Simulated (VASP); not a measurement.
# Ti3Al (Fm-3m) in VASP: notebook, part 2 of 3

VASP 6.6.1. The steps go on from the part before.

## 3. Single point, PBEsol, collinear spin, ferromagnetic start

File INCAR:

```
ALGO = Normal ; EDIFF = 1E-7
ENCUT = 520 ; GGA = PS
ISIF = 2 ; ISMEAR = 0
ISPIN = 2 ; LASPH = T
LCHARG = F ; LMAXMIX = 4
LORBIT = 11 ; LREAL = F
LWAVE = F ; MAGMOM = 0.5 0.5 0.5 0
NBANDS = 32 ; NELM = 150
NUPDOWN = 1.5 ; PREC = Accurate
SIGMA = 0.15
```

File KPOINTS:

```
k-points
0
Gamma
  12 12 12
```

File POSCAR:

```
Ti3Al
1.0
    0.0000000000      2.9776862962      2.9776862962
    2.9776862962      0.0000000000      2.9776862962
    2.9776862962      2.9776862962      0.0000000000
Ti Al
3 1
Direct
    0.7500000000      0.7500000000      0.7500000000
    0.2500000000      0.2500000000      0.2500000000
    0.0000000000      0.0000000000      0.0000000000
    0.5000000000      0.5000000000      0.5000000000
```

Potentials or basis: VASP PAW PBE potentials, release 64 (Ti_sv, Al).

Run with:

```
> cat potpaw_PBE.64/Ti_sv/POTCAR potpaw_PBE.64/Al/POTCAR > POTCAR
> mpirun -np 1 vasp_std > vasp.out
```

OUTCAR:

```text
EDIFF = 1E-7
   ENCUT = 520
   GGA = PS
   ISIF = 2
   ISMEAR = 0
   ISPIN = 2
   LASPH = T
   LORBIT = 11
   LREAL = F
   NELM = 150
   NUPDOWN = 1.5
   PREC = Accurate

 ion  position               nearest neighbor table
   1  0.750  0.750  0.750-   4 2.58   4 2.58   4 2.58   3 2.58   4 2.58   3 2.58   3 2.58   3 2.58

   2  0.250  0.250  0.250-   3 2.58   3 2.58   3 2.58   3 2.58   4 2.58   4 2.58   4 2.58   4 2.58

   3  0.000  0.000  0.000-   1 2.58   1 2.58   1 2.58   1 2.58   2 2.58   2 2.58   2 2.58   2 2.58
                             4 2.98   4 2.98   4 2.98   4 2.98   4 2.98   4 2.98
   4  0.500  0.500  0.500-   2 2.58   2 2.58   2 2.58   1 2.58   2 2.58   1 2.58   1 2.58   1 2.58
                             3 2.98   3 2.98   3 2.98   3 2.98   3 2.98   3 2.98

  LATTYP: Found a face centered cubic cell.
 ALAT       =     5.9553725924

  Lattice vectors:

 A1 = (   0.0000000000,   2.9776862962,   2.9776862962)
 A2 = (   2.9776862962,   0.0000000000,   2.9776862962)
 A3 = (   2.9776862962,   2.9776862962,   0.0000000000)

Analysis of symmetry for initial positions (statically):
=====================================================================
 Subroutine PRICEL returns:
 Original cell was already a primitive cell.

 Routine SETGRP: Setting up the symmetry group for a
 face centered cubic supercell.

 Subroutine GETGRP returns: Found 48 space group operations
 (whereof 48 operations were pure point group operations)
 out of a pool of 48 trial point group operations.

The static configuration has the point symmetry O_h .

Analysis of symmetry for dynamics (positions and initial velocities):
=====================================================================
 Subroutine PRICEL returns:
 Original cell was already a primitive cell.

 Routine SETGRP: Setting up the symmetry group for a
 face centered cubic supercell.

 Subroutine GETGRP returns: Found 48 space group operations
 (whereof 48 operations were pure point group operations)
 out of a pool of 48 trial point group operations.

The dynamic configuration has the point symmetry O_h .

Analysis of structural, dynamic, and magnetic symmetry:
=====================================================================
 Subroutine PRICEL returns:
 Original cell was already a primitive cell.

 Routine SETGRP: Setting up the symmetry group for a
 face centered cubic supercell.

 Subroutine GETGRP returns: Found 48 space group operations
 (whereof 48 operations were pure point group operations)
 out of a pool of 48 trial point group operations.

The overall configuration has the point symmetry O_h .

 Subroutine INISYM returns: Found 48 space group operations
 (whereof 48 operations are pure point group operations),
 and found     1 'primitive' translations

----------------------------------------------------------------------------------------

                                     Primitive cell

  volume of cell :      52.8040

[... 86 lines left out ...]
   ISPIN  =      2    spin polarized calculation?
   LNONCOLLINEAR =      F non collinear calculations
   LSORBIT =      F    spin-orbit coupling
   LASPH  =      T    aspherical Exc in radial PAW
   ENCUT  =  520.0 eV  38.22 Ry    6.18 a.u.   7.83  7.83  7.83*2*pi/ulx,y,z
   NELM   =    150;   NELMIN=  2; NELMDL= -5     # of ELM steps
   EDIFF  = 0.1E-06   stopping-criterion for ELM
   LREAL  =      F    real-space projection
   EDIFFG = 0.1E-05   stopping-criterion for IOM
   NSW    =      0    number of steps for IOM
   IBRION =     -1    ionic relax: 0-MD 1-quasi-New 2-CG
   NFREE  =      0    steps in history (QN), initial steepest desc. (CG)
   ISIF   =      2    stress and relaxation
   ISYM   =      2    0-nonsym 1-usesym 2-fastsym
   POTIM  = 0.5000    time-step for ionic-motion
   TEBEG  =    0.0;   TEEND  =   0.0 temperature during run
   PSTRESS=    0.0 pullay stress
   NELECT =      39.0000    total number of electrons
   NUPDOWN=       1.5000    fix difference up-down
   EMIN   =  10.00;   EMAX   =-10.00  energy-range for DOS
   EFERMI =   0.00;   METHOD = LEGACY
   ISMEAR =     0;   SIGMA  =   0.15  broadening in eV -4-tet -1-fermi 0-gaus
   EFERMI_NEDOS =   21; number of points for ismear=-14 and -15
   IALGO  =     38    algorithm
   IMIX   =      4    mixing-type and parameters
     AMIX     =   0.40;   BMIX     =  1.00
     AMIX_MAG =   1.60;   BMIX_MAG =  1.00
  volume/ion in A,a.u.               =      13.20        89.08
  Fermi-wavevector in a.u.,A,eV,Ry     =   1.479815  2.796445 29.794751  2.189852
  Thomas-Fermi vector in A             =   2.593926
   LORBIT       =     11    0 simple, 1 ext, 2 COOP (PROOUT), +10 PAW based schemes
   GGA     = PS    functional components
   LHFCALC =     F    Hartree Fock is set to
   AEXX    =    0.0000 exact exchange contribution
   IVDW    =     0    specifies the selected vdW correction
   LEPSILON=     F    determine dielectric tensor
   LRPA    =     F    only Hartree local field effects (RPA)
 spin polarized calculation
 Gauss-broadening in eV      SIGMA  =   0.15
  energy-cutoff  :      520.00
  volume of cell :       52.80
 maximum number of plane-waves:      1435
   NGX = 15   NGY = 15   NGZ = 15

 number of electron      39.0000013 magnetization       1.5000001

 Free energy of the ion-electron system (eV)
  ---------------------------------------------------
  ext. energy  EPLUGINS =         0.00000000
  ---------------------------------------------------
  free energy    TOTEN  =       -28.60786643 eV

  energy without entropy =      -28.55795725  energy(sigma->0) =      -28.58291184

 E-fermi :  10.6515     XC(G=0): -12.5380

 val. band max:       10.7789798381   @ k =  -0.4167   0.0833   0.0000
 cond. band min:      10.6542822549   @ k =  -0.2500   0.4167   0.1667
 fundamental gap:     -0.1246975831
 Fermi energy:        10.7795885149

 spin component 1

 k-point     1 :       0.0000    0.0000    0.0000
  band No.  band energies     occupation
      1     -45.3452      1.00000
      2     -45.0458      1.00000
      3     -44.8838      1.00000
      4     -21.8548      1.00000
      5     -21.8548      1.00000
      6     -21.8548      1.00000
[... 805 lines left out ...]
     30      16.5740      0.00000
     31      16.8201      0.00000

 [... further k-points ...]

 spin component 2

 k-point     1 :       0.0000    0.0000    0.0000
  band No.  band energies     occupation
      1     -45.0571      1.00000
      2     -44.8683      1.00000
      3     -44.3823      1.00000
      4     -21.4987      1.00000
      5     -21.4987      1.00000
      6     -21.4987      1.00000
[... 805 lines left out ...]
     30      16.8353      0.00000
     31      17.0624      0.00000

 [... further k-points ...]

 [bands above 31 left out]

------------------------ aborting loop because EDIFF is reached ----------------------------------------

  FORCE on cell =-STRESS in cart. coord.  units (eV):
  Direction    XX          YY          ZZ          XY          YZ          ZX
  --------------------------------------------------------------------------------------
  -------------------------------------------------------------------------------------
  Total       11.7268713     11.7268713     11.7268713      0.0000000      0.0000000      0.0000000
  in kB      355.8163659    355.8163659    355.8163659      0.0000000      0.0000000      0.0000000
  external PRESSURE =     355.8163659 kB  Pullay stress =       0.0000000 kB

 VOLUME and BASIS-vectors are now :
 -----------------------------------------------------------------------------
  energy-cutoff  :      520.00
  volume of cell :       52.80
      direct lattice vectors                 reciprocal lattice vectors
     0.000000000  2.977686296  2.977686296    -0.167915606  0.167915606  0.167915606
     2.977686296  0.000000000  2.977686296     0.167915606 -0.167915606  0.167915606
     2.977686296  2.977686296  0.000000000     0.167915606  0.167915606 -0.167915606

 POSITION                                       TOTAL-FORCE (eV/Angst)
 -----------------------------------------------------------------------------------
      4.46653      4.46653      4.46653        -0.000000     -0.000000      0.000000
      1.48884      1.48884      1.48884         0.000000      0.000000      0.000000
      0.00000      0.00000      0.00000         0.000000     -0.000000     -0.000000
      2.97769      2.97769      2.97769         0.000000     -0.000000     -0.000000
 -----------------------------------------------------------------------------------
    total drift:                               -0.000000     -0.000000      0.000000

  FREE ENERGIE OF THE ION-ELECTRON SYSTEM (eV)
  ---------------------------------------------------
  free  energy   TOTEN  =       -28.6078664339 eV

  energy  without entropy=      -28.5579572478  energy(sigma->0) =      -28.58291184

 total charge

# of ion       s       p       d       tot
------------------------------------------
    1        2.265   6.190   2.141  10.596
    2        2.265   6.190   2.141  10.596
    3        2.314   6.137   2.214  10.665
    4        0.443   0.522   0.000   0.965
--------------------------------------------------
tot          7.287  19.039   6.497  32.822

 magnetization (x)

# of ion       s       p       d       tot
------------------------------------------
    1        0.003   0.041   0.180   0.223
    2        0.003   0.041   0.180   0.223
    3        0.009   0.029   0.689   0.727
    4       -0.003   0.001   0.000  -0.002
--------------------------------------------------
tot          0.010   0.112   1.048   1.171
```

OSZICAR:

```text
N       E                     dE             d eps       ncg     rms          rms(c)
DAV:   1     0.477730140773E+03    0.47773E+03   -0.18249E+04  9224   0.148E+03
DAV:   2     0.194290260550E+02   -0.45830E+03   -0.44438E+03  9352   0.460E+02
DAV:   3    -0.281823919603E+02   -0.47611E+02   -0.46308E+02 15768   0.131E+02
DAV:   4    -0.314849624521E+02   -0.33026E+01   -0.32690E+01 12152   0.304E+01
DAV:   5    -0.316567664854E+02   -0.17180E+00   -0.17178E+00 13008   0.610E+00    0.211E+01
DAV:   6    -0.284537080320E+02    0.32031E+01   -0.13139E+01 12288   0.286E+01    0.639E+00
DAV:   7    -0.286479963437E+02   -0.19429E+00   -0.15299E+00 14288   0.146E+01    0.481E+00
DAV:   8    -0.285662563287E+02    0.81740E-01   -0.45685E-01 12680   0.897E+00    0.328E+00
DAV:   9    -0.286002412549E+02   -0.33985E-01   -0.21843E-01 10792   0.410E+00    0.122E+00
DAV:  10    -0.286078690420E+02   -0.76278E-02   -0.38414E-02 13040   0.144E+00    0.382E-01
DAV:  11    -0.286074625269E+02    0.40652E-03   -0.23401E-03 11664   0.480E-01    0.219E-01
DAV:  12    -0.286078487397E+02   -0.38621E-03   -0.11875E-03 10032   0.244E-01    0.464E-02
DAV:  13    -0.286078664441E+02   -0.17704E-04   -0.14538E-04 14016   0.705E-02    0.218E-02
DAV:  14    -0.286078678069E+02   -0.13628E-05   -0.12301E-05 10024   0.227E-02    0.742E-03
DAV:  15    -0.286078665069E+02    0.12999E-05   -0.24505E-06 13864   0.107E-02    0.368E-03
DAV:  16    -0.286078663858E+02    0.12109E-06   -0.29528E-07 10200   0.479E-03    0.237E-03
DAV:  17    -0.286078664339E+02   -0.48087E-07   -0.44422E-08  5240   0.163E-03
   1 F= -.28607866E+02 E0= -.28582912E+02  d E =-.499092E-01  mag=     1.5000
```

stdout:

```text
POSCAR found type information on POSCAR TiAl
 POSCAR found :  2 types and       4 ions
 scaLAPACK will be used
 -----------------------------------------------------------------------------
|                                                                             |
|                                                                             |
|     You enforced a specific xc type in the INCAR file but a different       |
|     I HOPE YOU KNOW WHAT YOU ARE DOING!                                     |
|                                                                             |
 -----------------------------------------------------------------------------

 LDA part: xc-table for (Slater+PW92), standard interpolation
 POSCAR, INCAR and KPOINTS ok, starting setup
 FFT: planning ... GRIDC
 FFT: planning ... GRID_SOFT
 FFT: planning ... GRID
 WAVECAR not read
 entering main loop
```

It took 92 s on 1 thread of Intel Xeon 6975P-C (Granite Rapids), shared host; peak memory 0.31 GiB.

What came out:

```yaml
Free_energy: -28.6079 eV
Pressure: 35.6 GPa
Net_moment: 1.50 μB per cell
Site_moments: Ti +0.22, +0.73; Al -0.00 μB
Valence_electrons_inside_the_program's_atomic_spheres: Ti 10.60, 10.66; Al 0.96
```

Caveat: the PAW data sets were made with another functional, which shifts forces and pressure a little; the total moment is fixed, so each spin has its own Fermi level.

## 4. Single point, PBEsol, collinear spin, ferromagnetic start

This run uses another cell than the first one, of 15.23 Å³/atom, 1.154 times its volume.

File INCAR:

```
SYSTEM = Ti3Al
PREC = Accurate ; ENCUT = 520
EDIFF = 1E-6 ; ISMEAR = 0
SIGMA = 0.15 ; LREAL = .False.
LASPH = .True. ; NELM = 150
ALGO = Normal ; ISIF = 2
LWAVE = .False. ; LCHARG = .True.
ISPIN = 2 ; MAGMOM = 0.4 0.4 0.4 0
LORBIT = 11 ; NUPDOWN = 1.2
LMAXMIX = 4 ; GGA = PS
LELF = .True. ; LVHAR = .True.
NBANDS = 32
```

File KPOINTS:

```
Automatic mesh
0
Gamma
  12 12 12
  0 0 0
```

File POSCAR:

```
Ti3Al
1.0
    0.0000000000      3.1231701287      3.1231701287
    3.1231701287      0.0000000000      3.1231701287
    3.1231701287      3.1231701287      0.0000000000
Ti Al
3 1
Direct
    0.7500000000      0.7500000000      0.7500000000
    0.2500000000      0.2500000000      0.2500000000
    0.0000000000      0.0000000000      0.0000000000
    0.5000000000      0.5000000000      0.5000000000
```

Potentials or basis: VASP PAW PBE potentials, release 64 (Ti_sv, Al).

Run with:

```
> cat potpaw_PBE.64/Ti_sv/POTCAR potpaw_PBE.64/Al/POTCAR > POTCAR
> mpirun -np 1 vasp_std > vasp.out
```

OUTCAR:

```text
SYSTEM = Ti3Al
   PREC = Accurate
   ENCUT = 520
   EDIFF = 1E-6
   ISMEAR = 0
   LREAL = .False.
   LASPH = .True.
   NELM = 150
   ISIF = 2
   ISPIN = 2
   LORBIT = 11
   NUPDOWN = 1.2
   GGA = PS

 ion  position               nearest neighbor table
   1  0.750  0.750  0.750-   4 2.70   4 2.70   4 2.70   3 2.70   4 2.70   3 2.70   3 2.70   3 2.70

   2  0.250  0.250  0.250-   3 2.70   3 2.70   3 2.70   3 2.70   4 2.70   4 2.70   4 2.70   4 2.70

   3  0.000  0.000  0.000-   1 2.70   1 2.70   1 2.70   1 2.70   2 2.70   2 2.70   2 2.70   2 2.70
                             4 3.12   4 3.12   4 3.12   4 3.12   4 3.12   4 3.12
   4  0.500  0.500  0.500-   2 2.70   2 2.70   2 2.70   1 2.70   2 2.70   1 2.70   1 2.70   1 2.70
                             3 3.12   3 3.12   3 3.12   3 3.12   3 3.12   3 3.12

  LATTYP: Found a face centered cubic cell.
 ALAT       =     6.2463402574

  Lattice vectors:

 A1 = (   0.0000000000,   3.1231701287,   3.1231701287)
 A2 = (   3.1231701287,   0.0000000000,   3.1231701287)
 A3 = (   3.1231701287,   3.1231701287,   0.0000000000)

[... 1843 lines left out ...]

  FORCE on cell =-STRESS in cart. coord.  units (eV):
  Direction    XX          YY          ZZ          XY          YZ          ZX
  --------------------------------------------------------------------------------------
  -------------------------------------------------------------------------------------
  Total        3.0728363      3.0728363      3.0728363     -0.0000000     -0.0000000      0.0000000
  in kB       80.8040405     80.8040405     80.8040405     -0.0000000     -0.0000000      0.0000000
  external PRESSURE =      80.8040405 kB  Pullay stress =       0.0000000 kB

 VOLUME and BASIS-vectors are now :
 -----------------------------------------------------------------------------
  energy-cutoff  :      520.00
  volume of cell :       60.93
      direct lattice vectors                 reciprocal lattice vectors
     0.000000000  3.123170129  3.123170129    -0.160093744  0.160093744  0.160093744
     3.123170129  0.000000000  3.123170129     0.160093744 -0.160093744  0.160093744
     3.123170129  3.123170129  0.000000000     0.160093744  0.160093744 -0.160093744

 POSITION                                       TOTAL-FORCE (eV/Angst)
 -----------------------------------------------------------------------------------
      4.68476      4.68476      4.68476        -0.000000     -0.000000     -0.000000
      1.56159      1.56159      1.56159         0.000000     -0.000000      0.000000
      0.00000      0.00000      0.00000         0.000000      0.000000      0.000000
      3.12317      3.12317      3.12317         0.000000      0.000000      0.000000
 -----------------------------------------------------------------------------------
    total drift:                                0.000000      0.000000      0.000000

  FREE ENERGIE OF THE ION-ELECTRON SYSTEM (eV)
  ---------------------------------------------------
  free  energy   TOTEN  =       -29.6591775230 eV

  energy  without entropy=      -29.6003989977  energy(sigma->0) =      -29.62978826

 total charge

# of ion       s       p       d       tot
------------------------------------------
    1        2.233   6.151   1.988  10.373
    2        2.233   6.151   1.988  10.373
    3        2.276   6.110   2.058  10.444
    4        0.417   0.456   0.000   0.873
--------------------------------------------------
tot          7.159  18.869   6.034  32.062

 magnetization (x)

# of ion       s       p       d       tot
------------------------------------------
    1        0.001   0.025   0.103   0.129
    2        0.001   0.025   0.103   0.129
    3        0.009   0.018   0.652   0.678
    4       -0.004  -0.007   0.000  -0.011
--------------------------------------------------
tot          0.007   0.061   0.858   0.927
```

OSZICAR:

```text
N       E                     dE             d eps       ncg     rms          rms(c)
DAV:   1     0.473594750943E+03    0.47359E+03   -0.18403E+04  9216   0.143E+03
DAV:   2     0.175757228019E+02   -0.45602E+03   -0.44285E+03  9312   0.454E+02
DAV:   3    -0.294191594039E+02   -0.46995E+02   -0.45732E+02 15824   0.128E+02
DAV:   4    -0.332280986894E+02   -0.38089E+01   -0.37755E+01 12600   0.317E+01
DAV:   5    -0.334252227795E+02   -0.19712E+00   -0.19710E+00 13160   0.620E+00    0.176E+01
DAV:   6    -0.295785942691E+02    0.38466E+01   -0.16782E+01 12600   0.305E+01    0.472E+00
DAV:   7    -0.297656616718E+02   -0.18707E+00   -0.16724E+00 13976   0.142E+01    0.433E+00
DAV:   8    -0.296402573366E+02    0.12540E+00   -0.48055E-01 12584   0.765E+00    0.269E+00
DAV:   9    -0.296543008571E+02   -0.14044E-01   -0.19058E-01 10536   0.340E+00    0.102E+00
DAV:  10    -0.296591806026E+02   -0.48797E-02   -0.24046E-02 13304   0.107E+00    0.332E-01
DAV:  11    -0.296587921982E+02    0.38840E-03   -0.17856E-03 12120   0.369E-01    0.192E-01
DAV:  12    -0.296591639603E+02   -0.37176E-03   -0.97923E-04 10216   0.218E-01    0.408E-02
DAV:  13    -0.296591777027E+02   -0.13742E-04   -0.12416E-04 14080   0.652E-02    0.241E-02
DAV:  14    -0.296591775230E+02    0.17971E-06   -0.72135E-06 10128   0.179E-02
   1 F= -.29659178E+02 E0= -.29629788E+02  d E =-.587785E-01  mag=     1.2000
```

Wall time 3.8 min (1 thread of AMD EPYC 9R45 (Zen 5), shared host); peak memory 0.34 GiB.

Results:

```
Free energy                                           : -29.6592 eV
Pressure                                              : 8.1 GPa
Net moment                                            : 1.20 μB per cell
Site moments                                          : Ti +0.13, +0.68; Al -0.01 μB
Valence electrons inside the program's atomic spheres : Ti 10.37, 10.44; Al 0.87
```

Caveat: the PAW data sets were made with another functional, which shifts forces and pressure a little; the total moment is fixed, so each spin has its own Fermi level.

[end of part 2 of 3]
